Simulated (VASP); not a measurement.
# AgCl (Fm-3m) in VASP: elastic constants with PBEsol

Aim: the elastic constants of AgCl with PBEsol.

Program: VASP 6.6.1. These are calculated values, not measurements. Logs are shortened: lines on timing, memory, paths and dates and some standing lists are left out, and cuts for length are marked.

## (1) The cell of the first run

Symmetry: Fm-3m, No. 225, cubic system. The conventional cell has a = 5.447 Å, b = 5.447 Å, c = 5.447 Å, α = 90.00°, β = 90.00°, γ = 90.00°. Within 3.6 Å of Ag (site symmetry m-3m) lie 6 Cl at 2.72 Å. Cl (site symmetry m-3m) has 6 Ag at 2.72 Å within 3.6 Å.

## (2) Elastic constants, PBEsol

INCAR

```
ALGO     = Normal         # electronic algorithm
EDIFF    = 1E-8           # SCF threshold, eV
ENCUT    = 600            # plane-wave cutoff, eV
GGA      = PS             # functional
IBRION   = 6              # ionic algorithm
ISIF     = 3              # what is computed and relaxed
ISMEAR   = 0              # smearing method
LASPH    = T              # aspherical terms in the spheres
LCHARG   = F              # write CHGCAR
LREAL    = F              # projectors in reciprocal space
LWAVE    = F              # write WAVECAR
NBANDS   = 16             # bands
NELM     = 100            # most SCF steps
NFREE    = 2            
NSW      = 1              # ionic steps
POTIM    = 0.015          # step
PREC     = Accurate       # precision mode
SIGMA    = 0.01           # smearing width, eV
```

KPOINTS

```
k-points
0
Gamma
  8 8 8
```

POSCAR

```
AgCl
1.0
    0.0000000000      2.7237452582      2.7237452582
    2.7237452582      0.0000000000      2.7237452582
    2.7237452582      2.7237452582      0.0000000000
Ag Cl
1 1
Direct
    0.0000000000      0.0000000000      0.0000000000
    0.5000000000      0.5000000000      0.5000000000
```

Potentials or basis: VASP PAW PBE potentials, release 64 (Ag, Cl).

Run with:

```bash
cat potpaw_PBE.64/Ag/POTCAR potpaw_PBE.64/Cl/POTCAR > POTCAR
mpirun -np 1 vasp_std > vasp.out
```

OUTCAR:

```text
EDIFF = 1E-8
   ENCUT = 600
   GGA = PS
   IBRION = 6
   ISIF = 3
   ISMEAR = 0
   LASPH = T
   LREAL = F
   NELM = 100
   NFREE = 2
   NSW = 1
   POTIM = 0.015
   PREC = Accurate

 ion  position               nearest neighbor table
   1  0.000  0.000  0.000-   2 2.72   2 2.72   2 2.72   2 2.72   2 2.72   2 2.72
   2  0.500  0.500  0.500-   1 2.72   1 2.72   1 2.72   1 2.72   1 2.72   1 2.72

  LATTYP: Found a face centered cubic cell.
 ALAT       =     5.4474905164

  Lattice vectors:

 A1 = (   0.0000000000,   2.7237452582,   2.7237452582)
 A2 = (   2.7237452582,   0.0000000000,   2.7237452582)
 A3 = (   2.7237452582,   2.7237452582,   0.0000000000)

Analysis of symmetry for initial positions (statically):
=====================================================================
 Subroutine PRICEL returns:
 Original cell was already a primitive cell.

 Routine SETGRP: Setting up the symmetry group for a
 face centered cubic supercell.

 Subroutine GETGRP returns: Found 48 space group operations
 (whereof 48 operations were pure point group operations)
 out of a pool of 48 trial point group operations.

The static configuration has the point symmetry O_h .

Analysis of symmetry for dynamics (positions and initial velocities):
=====================================================================
 Subroutine PRICEL returns:
 Original cell was already a primitive cell.

 Routine SETGRP: Setting up the symmetry group for a
 face centered cubic supercell.

 Subroutine GETGRP returns: Found 48 space group operations
 (whereof 48 operations were pure point group operations)
 out of a pool of 48 trial point group operations.

The dynamic configuration has the point symmetry O_h .

 Subroutine INISYM returns: Found 48 space group operations
 (whereof 48 operations are pure point group operations),
 and found     1 'primitive' translations

[... 340 lines left out ...]
 Fermi energy:         4.4962353357

 k-point     1 :       0.0000    0.0000    0.0000
  band No.  band energies     occupation
      1     -11.1013      2.00000
      2       1.6999      2.00000
      3       1.6999      2.00000
      4       1.7078      2.00000
      5       1.7222      2.00000
      6       1.7510      2.00000
[... 433 lines left out ...]
      3      -0.0902      2.00000
      4      -0.0229      2.00000
      5       2.0615      2.00000
      6       2.1386      2.00000
[... 8 lines left out ...]
     15      17.9640      0.00000
     16      19.4594      0.00000

 [... further k-points ...]
[... 5 lines left out ...]
  --------------------------------------------------------------------------------------
  -------------------------------------------------------------------------------------
  Total       -0.0140263     -0.0173108     -0.0173108      0.0000000      0.0000000      0.0000000
  in kB       -0.5560630     -0.6862765     -0.6862765      0.0000000      0.0000000      0.0000000
  external PRESSURE =      -0.6428720 kB  Pullay stress =       0.0000000 kB
[... 17 lines left out ...]
  FREE ENERGIE OF THE ION-ELECTRON SYSTEM (eV)
  ---------------------------------------------------
  free  energy   TOTEN  =        -6.0612168139 eV

  energy  without entropy=       -6.0612168139  energy(sigma->0) =       -6.06121681

 INTERNAL STRAIN TENSORS FROM STRAINED CELLS
 ============================================

 INTERNAL STRAIN TENSOR FOR ION    1 for displacements in x,y,z  (eV/Angst):
          X           Y           Z          XY          YZ          ZX
  --------------------------------------------------------------------------------
  x     0.00000     0.00000    -0.00000    -0.00000     0.00000    -0.00000
  y     0.00000    -0.00000     0.00000    -0.00000    -0.00000    -0.00000
  z    -0.00000    -0.00000     0.00000    -0.00000    -0.00000     0.00000

 INTERNAL STRAIN TENSORS FROM DISPLACED ATOMS
 ============================================

 INTERNAL STRAIN TENSOR FOR ION    1 for displacements in x,y,z  (eV/Angst):
          X           Y           Z          XY          YZ          ZX
  --------------------------------------------------------------------------------
  x     0.00000     0.00000     0.00000     0.00000     0.00000     0.00000
  y     0.00000     0.00000     0.00000     0.00000     0.00000     0.00000
  z     0.00000     0.00000     0.00000     0.00000     0.00000     0.00000

 INTERNAL STRAIN TENSOR FOR ION    2 for displacements in x,y,z  (eV/Angst):
          X           Y           Z          XY          YZ          ZX
  --------------------------------------------------------------------------------
  x     0.00000     0.00000     0.00000     0.00000     0.00000     0.00000
  y     0.00000     0.00000     0.00000     0.00000     0.00000     0.00000
  z     0.00000     0.00000     0.00000     0.00000     0.00000     0.00000

 Eigenvectors and eigenvalues of the dynamical matrix
 ----------------------------------------------------

   1 f  =    3.464344 THz    21.767118 2PiTHz  115.558092 cm-1    14.327371 meV
             X         Y         Z           dx          dy          dz
      0.000000  0.000000  0.000000    -0.497325    0.000000    0.000000
      2.723745  2.723745  2.723745     0.867564    0.000000    0.000000
[... 21 lines left out ...]
   6 f/i=    0.000142 THz     0.000890 2PiTHz    0.004724 cm-1     0.000586 meV
             X         Y         Z           dx          dy          dz
      0.000000  0.000000  0.000000     0.000000    0.000000    0.867564
      2.723745  2.723745  2.723745     0.000000    0.000000    0.497325

--------------------------------------------------------------------------------------------------------

 ELASTIC MODULI CONTR FROM IONIC RELAXATION (kBar)
 Direction    XX          YY          ZZ          XY          YZ          ZX
 --------------------------------------------------------------------------------
 XX           0.0000      0.0000      0.0000      0.0000      0.0000      0.0000
 YY           0.0000      0.0000      0.0000      0.0000      0.0000      0.0000
 ZZ           0.0000      0.0000      0.0000      0.0000      0.0000      0.0000
 XY           0.0000      0.0000      0.0000      0.0000      0.0000      0.0000
 YZ           0.0000      0.0000      0.0000      0.0000      0.0000      0.0000
 ZX           0.0000      0.0000      0.0000      0.0000      0.0000      0.0000
 --------------------------------------------------------------------------------

 TOTAL ELASTIC MODULI (kBar)
 Direction    XX          YY          ZZ          XY          YZ          ZX
 --------------------------------------------------------------------------------
 XX         778.1446    466.2721    466.2721      0.0000      0.0000     -0.0000
 YY         466.2721    778.1446    466.2721     -0.0000      0.0000      0.0000
 ZZ         466.2721    466.2721    778.1446      0.0000      0.0000      0.0000
 XY           0.0000     -0.0000      0.0000     49.5229      0.0000      0.0000
 YZ           0.0000      0.0000      0.0000      0.0000     49.5229      0.0000
 ZX          -0.0000      0.0000      0.0000      0.0000      0.0000     49.5229
 --------------------------------------------------------------------------------
```

stdout:

```text
POSCAR found type information on POSCAR AgCl
 POSCAR found :  2 types and       2 ions
 scaLAPACK will be used
 -----------------------------------------------------------------------------
|                                                                             |
|                                                                             |
|     You enforced a specific xc type in the INCAR file but a different       |
|     I HOPE YOU KNOW WHAT YOU ARE DOING!                                     |
|                                                                             |
[... 33 lines left out ...]
 Finite differences progress:
 bond charge predicted
 Finite differences progress:
 bond charge predicted
 Finite differences progress:
 bond charge predicted
 Finite differences progress:
 bond charge predicted
 Finite differences progress:
 bond charge predicted
 Finite differences progress:
```

It took 12 min on 1 thread of Intel Xeon Platinum 8375C at 2.90GHz (Ice Lake), shared host; peak memory 0.35 GiB.

Results:

* Elastic constants C11, C12, C44: 78, 47, 5 GPa
* Voigt bulk modulus: 57 GPa
* Highest phonon frequency at Γ, LO-TO splitting left out: 116 cm⁻¹

Phonon frequencies in cm⁻¹ (negative: imaginary):
| q point | frequencies |
| --- | --- |
| (0.000, 0.000, 0.000) | 0 0 0 116 116 116 |

Elastic tensor in Voigt notation (GPa, in the Cartesian axes of the cell as first typed):
```
78 47 47  0  0  0
47 78 47  0  0  0
47 47 78  0  0  0
 0  0  0  5  0  0
 0  0  0  0  5  0
 0  0  0  0  0  5
```

Clamped-ion elastic tensor (GPa):
```
78 47 47  0  0  0
47 78 47  0  0  0
47 47 78  0  0  0
 0  0  0  5  0  0
 0  0  0  0  5  0
 0  0  0  0  0  5
```

Caveat: the PAW data sets were made with another functional, which shifts forces and pressure a little.
